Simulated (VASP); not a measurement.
# GeSe (Pnma) in VASP: a series of runs

Runs on GeSe. Level: r2SCAN. Tasks: single point.

All numbers are computed with VASP 6.6.1; they aren't measurements. Logs are shortened: lines on timing, memory, paths and dates and some standing lists are left out, and cuts for length are marked.

## (1) The cell of the first run

Symmetry: Pnma, No. 62, orthorhombic system. The conventional cell has a = 11.239 Å, b = 3.794 Å, c = 4.807 Å, α = 90.00°, β = 90.00°, γ = 90.00°. Ge (site symmetry m) has 3 Se at 2.56 Å within 3.4 Å. Within 3.4 Å of Se (site symmetry m) lie 3 Ge at 2.56 Å.

## (2) Single point, r2SCAN (uniaxial z strain +3.0%)

POSCAR reads:

```
GeSe
1.0
   11.2394027221      0.0000000000      0.0000000000
    0.0000000000      3.7939968499      0.0000000000
    0.0000000000      0.0000000000      4.8069259798
Ge Se
4 4
Direct
    0.1290254448      0.2500000000      0.1255780496
    0.8709745552      0.7500000000      0.8744219504
    0.3709745552      0.7500000000      0.6255780496
    0.6290254448      0.2500000000      0.3744219504
    0.8482349267      0.2500000000      0.5202296465
    0.1517650733      0.7500000000      0.4797703535
    0.6517650733      0.7500000000      0.0202296465
    0.3482349267      0.2500000000      0.9797703535
```

INCAR.step1 reads:

```
SYSTEM = GeSe
PREC = Accurate ; ENCUT = 550
ISMEAR = 0 ; SIGMA = 0.01
LREAL = .FALSE. ; LASPH = .TRUE.
NELM = 120 ; NBANDS = 50
GGA = PE ; ALGO = Normal
EDIFF = 1E-5 ; LWAVE = .TRUE.
LCHARG = .FALSE. ; GGA_COMPAT = .FALSE.
```

INCAR.step2 reads:

```
SYSTEM = GeSe
PREC = Accurate ; ENCUT = 550
EDIFF = 1E-6 ; ISMEAR = 0
SIGMA = 0.01 ; LREAL = .FALSE.
LASPH = .TRUE. ; NELM = 120
ALGO = Normal ; ISIF = 2
LWAVE = .FALSE. ; LCHARG = .FALSE.
METAGGA = R2SCAN ; LMIXTAU = .TRUE.
NBANDS = 50 ; ISTART = 1
GGA_COMPAT = .FALSE.
```

KPOINTS reads:

```
regular mesh
0
G
  2 6 6
  0 0 0
```

Potentials or basis: VASP PAW PBE potentials, release 64 (Ge_d, Se).

The run is started by

```console
cat potpaw_PBE.64/Ge_d/POTCAR potpaw_PBE.64/Se/POTCAR > POTCAR
cp INCAR.step1 INCAR
mpirun -np 1 vasp_std > vasp.out
cp INCAR.step2 INCAR
mpirun -np 1 vasp_std > vasp.out
```

OUTCAR:

```text
SYSTEM = GeSe
   PREC = Accurate
   ENCUT = 550
   EDIFF = 1E-6
   ISMEAR = 0
   LREAL = .FALSE.
   LASPH = .TRUE.
   NELM = 120
   ISIF = 2
   METAGGA = R2SCAN
   ISTART = 1

 ion  position               nearest neighbor table
   1  0.129  0.250  0.126-   8 2.56   6 2.56   6 2.56
   2  0.871  0.750  0.874-   7 2.56   5 2.56   5 2.56
   3  0.371  0.750  0.626-   6 2.56   8 2.56   8 2.56
   4  0.629  0.250  0.374-   5 2.56   7 2.56   7 2.56
   5  0.848  0.250  0.520-   4 2.56   2 2.56   2 2.56
   6  0.152  0.750  0.480-   3 2.56   1 2.56   1 2.56
   7  0.652  0.750  0.020-   2 2.56   4 2.56   4 2.56
   8  0.348  0.250  0.980-   1 2.56   3 2.56   3 2.56

  LATTYP: Found a simple orthorhombic cell.
 ALAT       =     3.7939968499
 B/A-ratio  =     1.2669820693
 C/A-ratio  =     2.9624175156

  Lattice vectors:

 A1 = (   0.0000000000,   3.7939968499,   0.0000000000)
 A2 = (   0.0000000000,   0.0000000000,   4.8069259798)
 A3 = (  11.2394027221,   0.0000000000,   0.0000000000)

Analysis of symmetry for initial positions (statically):
=====================================================================
 Subroutine PRICEL returns:
 Original cell was already a primitive cell.

 Routine SETGRP: Setting up the symmetry group for a
 simple orthorhombic supercell.

 Subroutine GETGRP returns: Found  8 space group operations
 (whereof  2 operations were pure point group operations)
 out of a pool of  8 trial point group operations.

The static configuration has the point symmetry S_2 .
 The point group associated with its full space group is D_2h.

Analysis of symmetry for dynamics (positions and initial velocities):
=====================================================================
 Subroutine PRICEL returns:
 Original cell was already a primitive cell.

 Routine SETGRP: Setting up the symmetry group for a
 simple orthorhombic supercell.

 Subroutine GETGRP returns: Found  8 space group operations
 (whereof  2 operations were pure point group operations)
 out of a pool of  8 trial point group operations.

The dynamic configuration has the point symmetry S_2 .
 The point group associated with its full space group is D_2h.

 Subroutine INISYM returns: Found  8 space group operations
 (whereof  2 operations are pure point group operations),
 and found     1 'primitive' translations

[... 106 lines left out ...]
   EDIFF  = 0.1E-05   stopping-criterion for ELM
   LREAL  =      F    real-space projection
   EDIFFG = 0.1E-04   stopping-criterion for IOM
   NSW    =      0    number of steps for IOM
   IBRION =     -1    ionic relax: 0-MD 1-quasi-New 2-CG
   NFREE  =      0    steps in history (QN), initial steepest desc. (CG)
   ISIF   =      2    stress and relaxation
   ISYM   =      2    0-nonsym 1-usesym 2-fastsym
   POTIM  = 0.5000    time-step for ionic-motion
   TEBEG  =    0.0;   TEEND  =   0.0 temperature during run
   PSTRESS=    0.0 pullay stress
   NELECT =      80.0000    total number of electrons
   NUPDOWN=      -1.0000    fix difference up-down
   EMIN   =  10.00;   EMAX   =-10.00  energy-range for DOS
   EFERMI =   0.00;   METHOD = LEGACY
   ISMEAR =     0;   SIGMA  =   0.01  broadening in eV -4-tet -1-fermi 0-gaus
   EFERMI_NEDOS =   21; number of points for ismear=-14 and -15
   IALGO  =     38    algorithm
   IMIX   =      4    mixing-type and parameters
     AMIX     =   0.40;   BMIX     =  1.00
     AMIX_MAG =   1.60;   BMIX_MAG =  1.00
  volume/ion in A,a.u.               =      25.62       172.91
  Fermi-wavevector in a.u.,A,eV,Ry     =   1.196379  2.260829 19.474343  1.431324
  Thomas-Fermi vector in A             =   2.332321
   LORBIT       =      0    0 simple, 1 ext, 2 COOP (PROOUT), +10 PAW based schemes
   METAGGA = R2SCAN    functional components
   LHFCALC =     F    Hartree Fock is set to
   AEXX    =    0.0000 exact exchange contribution
   IVDW    =     0    specifies the selected vdW correction
   LEPSILON=     F    determine dielectric tensor
   LRPA    =     F    only Hartree local field effects (RPA)
 non-spin polarized calculation
 Gauss-broadening in eV      SIGMA  =   0.01
  energy-cutoff  :      550.00
  volume of cell :      204.98
 maximum number of plane-waves:      6047
 NGX is ok and might be reduce to    90
   NGX = 43   NGY = 15   NGZ = 19

 number of electron      79.9999966 magnetization

 Free energy of the ion-electron system (eV)
  ---------------------------------------------------
  ext. energy  EPLUGINS =         0.00000000
  ---------------------------------------------------
  free energy    TOTEN  =      -114.31980398 eV

  energy without entropy =     -114.31980398  energy(sigma->0) =     -114.31980398

 E-fermi :   3.3010     XC(G=0):  -9.9194

 val. band max:        3.2288665253   @ k =   0.0000   0.0000   0.0000
 cond. band min:       4.4523251277   @ k =   0.0000   0.5000   0.0000
 fundamental gap:      1.2234586024
 Fermi energy:         3.3010246456

 k-point     1 :       0.0000    0.0000    0.0000
  band No.  band energies     occupation
      1     -22.0345      2.00000
      2     -22.0331      2.00000
      3     -22.0291      2.00000
      4     -22.0286      2.00000
      5     -22.0286      2.00000
      6     -22.0277      2.00000
[... 1261 lines left out ...]
     49       8.6168      0.00000
     50       8.6168      0.00000

 [... further k-points ...]
[... 5 lines left out ...]
  --------------------------------------------------------------------------------------
  -------------------------------------------------------------------------------------
  Total       -0.1851551     -1.0302088     -1.0531601      0.0000000      0.0000000      0.0000000
  in kB       -1.4472335     -8.0524530     -8.2318479      0.0000000      0.0000000      0.0000000
  external PRESSURE =      -5.9105115 kB  Pullay stress =       0.0000000 kB

 VOLUME and BASIS-vectors are now :
 -----------------------------------------------------------------------------
  energy-cutoff  :      550.00
  volume of cell :      204.98
      direct lattice vectors                 reciprocal lattice vectors
    11.239402722  0.000000000  0.000000000     0.088972699  0.000000000  0.000000000
     0.000000000  3.793996850  0.000000000     0.000000000  0.263574283  0.000000000
     0.000000000  0.000000000  4.806925980     0.000000000  0.000000000  0.208033160

 POSITION                                       TOTAL-FORCE (eV/Angst)
 -----------------------------------------------------------------------------------
      1.45017      0.94850      0.60364        -0.011048     -0.000000     -0.006998
      9.78923      2.84550      4.20328         0.011048     -0.000000      0.006998
      4.16953      2.84550      3.00711         0.011048      0.000000     -0.006998
      7.06987      0.94850      1.79982        -0.011048      0.000000      0.006998
      9.53365      0.94850      2.50071         0.001242     -0.000000     -0.007774
      1.70575      2.84550      2.30622        -0.001242     -0.000000      0.007774
      7.32545      2.84550      0.09724        -0.001242     -0.000000     -0.007774
      3.91395      0.94850      4.70968         0.001242      0.000000      0.007774
 -----------------------------------------------------------------------------------
    total drift:                                0.000000      0.000000      0.000000

  FREE ENERGIE OF THE ION-ELECTRON SYSTEM (eV)
  ---------------------------------------------------
  free  energy   TOTEN  =      -114.3198039821 eV

  energy  without entropy=     -114.3198039821  energy(sigma->0) =     -114.31980398
```

OSZICAR.step1:

```text
N       E                     dE             d eps       ncg     rms          rms(c)
DAV:   1     0.923117766527E+03    0.92312E+03   -0.37483E+04  4048   0.335E+03
DAV:   2     0.148939290821E+03   -0.77418E+03   -0.74029E+03  3200   0.940E+02
DAV:   3    -0.197003110896E+02   -0.16864E+03   -0.16054E+03  3708   0.225E+02
DAV:   4    -0.337036958240E+02   -0.14003E+02   -0.13742E+02  3824   0.714E+01
DAV:   5    -0.341790250045E+02   -0.47533E+00   -0.47345E+00  3758   0.133E+01    0.681E+00
DAV:   6    -0.338184926686E+02    0.36053E+00   -0.64858E-01  4406   0.442E+00    0.425E+00
DAV:   7    -0.338038415432E+02    0.14651E-01   -0.31455E-01  4086   0.198E+00    0.111E+00
DAV:   8    -0.338015653640E+02    0.22762E-02   -0.28824E-02  4222   0.127E+00    0.248E-01
DAV:   9    -0.338021990212E+02   -0.63366E-03   -0.49558E-03  3780   0.497E-01    0.897E-02
DAV:  10    -0.338022974038E+02   -0.98383E-04   -0.47014E-04  3736   0.104E-01    0.373E-02
DAV:  11    -0.338023484270E+02   -0.51023E-04   -0.69842E-05  3206   0.580E-02    0.136E-02
DAV:  12    -0.338023455536E+02    0.28734E-05   -0.11404E-05  2216   0.208E-02
   1 F= -.33802346E+02 E0= -.33802346E+02  d E =-.116872E-11
```

Run time: 12 min. Hardware: 1 thread of Intel Xeon 6975P-C (Granite Rapids), shared host; peak memory 0.52 GiB.

What came out:

```yaml
Free_energy: -114.3198 eV
Pressure: -0.6 GPa
Largest_force: 0.013 eV/Å
Band_gap_on_the_k_mesh: 1.22 eV (least direct gap 1.27 eV)
```

Forces in eV/Å, atoms in the order of the input:
```
Ge  -0.011  0.000 -0.007
Ge   0.011  0.000  0.007
Ge   0.011  0.000 -0.007
Ge  -0.011  0.000  0.007
Se   0.001  0.000 -0.008
Se  -0.001  0.000  0.008
Se  -0.001  0.000 -0.008
Se   0.001  0.000  0.008
```

Caveat: the cell differs from its parent crystal (uniaxial z strain +3.0%); the PAW data sets were made with another functional, which shifts forces and pressure a little.

## (3) Single point, r2SCAN

This run uses another cell than the first one, of 24.88 Å³/atom.

POSCAR reads:

```
GeSe
1.0
   11.2394027221      0.0000000000      0.0000000000
    0.0000000000      3.7939968499      0.0000000000
    0.0000000000      0.0000000000      4.6669184270
Ge Se
4 4
Direct
    0.1289467936      0.2500000000      0.1190284543
    0.8710532064      0.7500000000      0.8809715457
    0.3710532064      0.7500000000      0.6190284543
    0.6289467936      0.2500000000      0.3809715457
    0.8494392723      0.2500000000      0.5163376688
    0.1505607277      0.7500000000      0.4836623312
    0.6505607277      0.7500000000      0.0163376688
    0.3494392723      0.2500000000      0.9836623312
```

INCAR.step1 reads:

```
SYSTEM = GeSe
PREC = Accurate
ENCUT = 550
ISMEAR = 0
SIGMA = 0.01
LREAL = .False.
LASPH = .True.
NELM = 120
NBANDS = 50
GGA = PE
ALGO = Normal
EDIFF = 1E-5
LWAVE = .True.
LCHARG = .False.
GGA_COMPAT = .False.
```

INCAR.step2 reads:

```
SYSTEM = GeSe
PREC = Accurate
ENCUT = 550
EDIFF = 1E-6
ISMEAR = 0
SIGMA = 0.01
LREAL = .False.
LASPH = .True.
NELM = 120
ALGO = Normal
ISIF = 2
LWAVE = .False.
LCHARG = .False.
METAGGA = R2SCAN
LMIXTAU = .True.
NBANDS = 50
ISTART = 1
GGA_COMPAT = .False.
```

KPOINTS reads:

```
Automatic mesh
0
Gamma
  2 6 6
  0 0 0
```

Potentials or basis: VASP PAW PBE potentials, release 64 (Ge_d, Se).

The run is started by

```console
cat potpaw_PBE.64/Ge_d/POTCAR potpaw_PBE.64/Se/POTCAR > POTCAR
cp INCAR.step1 INCAR
mpirun -np 1 vasp_std > vasp.out
cp INCAR.step2 INCAR
mpirun -np 1 vasp_std > vasp.out
```

OUTCAR:

```text
SYSTEM = GeSe
   PREC = Accurate
   ENCUT = 550
   EDIFF = 1E-6
   ISMEAR = 0
   LREAL = .False.
   LASPH = .True.
   NELM = 120
   ISIF = 2
   METAGGA = R2SCAN
   ISTART = 1

 ion  position               nearest neighbor table
   1  0.129  0.250  0.119-   8 2.56   6 2.56   6 2.56
   2  0.871  0.750  0.881-   7 2.56   5 2.56   5 2.56
   3  0.371  0.750  0.619-   6 2.56   8 2.56   8 2.56
   4  0.629  0.250  0.381-   5 2.56   7 2.56   7 2.56
   5  0.849  0.250  0.516-   4 2.56   2 2.56   2 2.56
   6  0.151  0.750  0.484-   3 2.56   1 2.56   1 2.56
   7  0.651  0.750  0.016-   2 2.56   4 2.56   4 2.56
   8  0.349  0.250  0.984-   1 2.56   3 2.56   3 2.56

  LATTYP: Found a simple orthorhombic cell.
 ALAT       =     3.7939968499
 B/A-ratio  =     1.2300796789
 C/A-ratio  =     2.9624175156

  Lattice vectors:

 A1 = (   0.0000000000,   3.7939968499,   0.0000000000)
 A2 = (   0.0000000000,   0.0000000000,   4.6669184270)
 A3 = (  11.2394027221,   0.0000000000,   0.0000000000)

Analysis of symmetry for initial positions (statically):
[... 186 lines left out ...]
  energy without entropy =     -114.33599737  energy(sigma->0) =     -114.33599737

 E-fermi :   3.5475     XC(G=0): -10.0836

 val. band max:        3.4559820613   @ k =   0.0000   0.0000   0.0000
 cond. band min:       4.5651877393   @ k =   0.0000   0.0000   0.0000
 fundamental gap:      1.1092056779
 Fermi energy:         3.5474664630

 k-point     1 :       0.0000    0.0000    0.0000
  band No.  band energies     occupation
      1     -21.7800      2.00000
      2     -21.7784      2.00000
      3     -21.7749      2.00000
      4     -21.7743      2.00000
      5     -21.7738      2.00000
      6     -21.7730      2.00000
[... 1261 lines left out ...]
     49       9.0737      0.00000
     50       9.0737      0.00000

 [... further k-points ...]
[... 5 lines left out ...]
  --------------------------------------------------------------------------------------
  -------------------------------------------------------------------------------------
  Total        0.0326644      0.0030763      0.0336526      0.0000000     -0.0000000      0.0000000
  in kB        0.2629752      0.0247664      0.2709309      0.0000000     -0.0000000      0.0000000
  external PRESSURE =       0.1862241 kB  Pullay stress =       0.0000000 kB

 VOLUME and BASIS-vectors are now :
 -----------------------------------------------------------------------------
  energy-cutoff  :      550.00
  volume of cell :      199.01
      direct lattice vectors                 reciprocal lattice vectors
    11.239402722  0.000000000  0.000000000     0.088972699  0.000000000  0.000000000
     0.000000000  3.793996850  0.000000000     0.000000000  0.263574283  0.000000000
     0.000000000  0.000000000  4.666918427     0.000000000  0.000000000  0.214274154

 POSITION                                       TOTAL-FORCE (eV/Angst)
 -----------------------------------------------------------------------------------
      1.44928      0.94850      0.55550        -0.011761     -0.000000     -0.008198
      9.79012      2.84550      4.11142         0.011761      0.000000      0.008198
      4.17042      2.84550      2.88896         0.011761      0.000000     -0.008198
      7.06899      0.94850      1.77796        -0.011761     -0.000000      0.008198
      9.54719      0.94850      2.40971         0.003513      0.000000     -0.006961
      1.69221      2.84550      2.25721        -0.003513     -0.000000      0.006961
      7.31191      2.84550      0.07625        -0.003513      0.000000     -0.006961
      3.92749      0.94850      4.59067         0.003513      0.000000      0.006961
 -----------------------------------------------------------------------------------
    total drift:                               -0.000000     -0.000000      0.000000

  FREE ENERGIE OF THE ION-ELECTRON SYSTEM (eV)
  ---------------------------------------------------
  free  energy   TOTEN  =      -114.3359973682 eV

  energy  without entropy=     -114.3359973682  energy(sigma->0) =     -114.33599737
```

OUTCAR.step1:

```text
SYSTEM = GeSe
   PREC = Accurate
   ENCUT = 550
   ISMEAR = 0
   LREAL = .False.
   LASPH = .True.
   NELM = 120
[... 1520 lines left out ...]
      1.69221      2.84550      2.25721        -0.145405      0.000000      0.203175
      7.31191      2.84550      0.07625        -0.145405     -0.000000     -0.203175
      3.92749      0.94850      4.59067         0.145405      0.000000      0.203175
 -----------------------------------------------------------------------------------
    total drift:                               -0.000000     -0.000000      0.000000

  FREE ENERGIE OF THE ION-ELECTRON SYSTEM (eV)
  ---------------------------------------------------
  free  energy   TOTEN  =       -33.8134148188 eV

  energy  without entropy=      -33.8134148188  energy(sigma->0) =      -33.81341482
```

OSZICAR.step1:

```text
N       E                     dE             d eps       ncg     rms          rms(c)
DAV:   1     0.922601730717E+03    0.92260E+03   -0.37295E+04  4118   0.340E+03
DAV:   2     0.150791059276E+03   -0.77181E+03   -0.73721E+03  3208   0.961E+02
DAV:   3    -0.194126610409E+02   -0.17020E+03   -0.16257E+03  3692   0.228E+02
DAV:   4    -0.336986797759E+02   -0.14286E+02   -0.14019E+02  3824   0.725E+01
DAV:   5    -0.341715532417E+02   -0.47287E+00   -0.47057E+00  3768   0.135E+01    0.687E+00
DAV:   6    -0.338302296081E+02    0.34132E+00   -0.62408E-01  4424   0.438E+00    0.428E+00
DAV:   7    -0.338155144219E+02    0.14715E-01   -0.30660E-01  4106   0.199E+00    0.106E+00
DAV:   8    -0.338127042055E+02    0.28102E-02   -0.29620E-02  4204   0.129E+00    0.243E-01
DAV:   9    -0.338132945324E+02   -0.59033E-03   -0.48118E-03  3798   0.484E-01    0.872E-02
DAV:  10    -0.338133742314E+02   -0.79699E-04   -0.42531E-04  3770   0.102E-01    0.367E-02
DAV:  11    -0.338134180506E+02   -0.43819E-04   -0.61805E-05  3218   0.547E-02    0.127E-02
DAV:  12    -0.338134148188E+02    0.32318E-05   -0.97697E-06  2180   0.199E-02
   1 F= -.33813415E+02 E0= -.33813415E+02  d E =-.114318E-17
```

Wall time 16 min (1 thread of Intel Xeon Platinum 8375C at 2.90GHz (Ice Lake), shared host); peak memory 0.5 GiB.

Results:

* Free energy: -114.3360 eV
* Pressure: 0.0 GPa
* Largest force: 0.014 eV/Å
* Band gap on the k mesh: 1.11 eV

Forces on the atoms (eV/Å):
```
Ge  -0.012  0.000 -0.008
Ge   0.012  0.000  0.008
Ge   0.012  0.000 -0.008
Ge  -0.012  0.000  0.008
Se   0.004  0.000 -0.007
Se  -0.004  0.000  0.007
Se  -0.004  0.000 -0.007
Se   0.004  0.000  0.007
```

Caveat: the PAW data sets were made with another functional, which shifts forces and pressure a little. A k mesh can miss the band edges.

(Continued in part 2 of 2.)
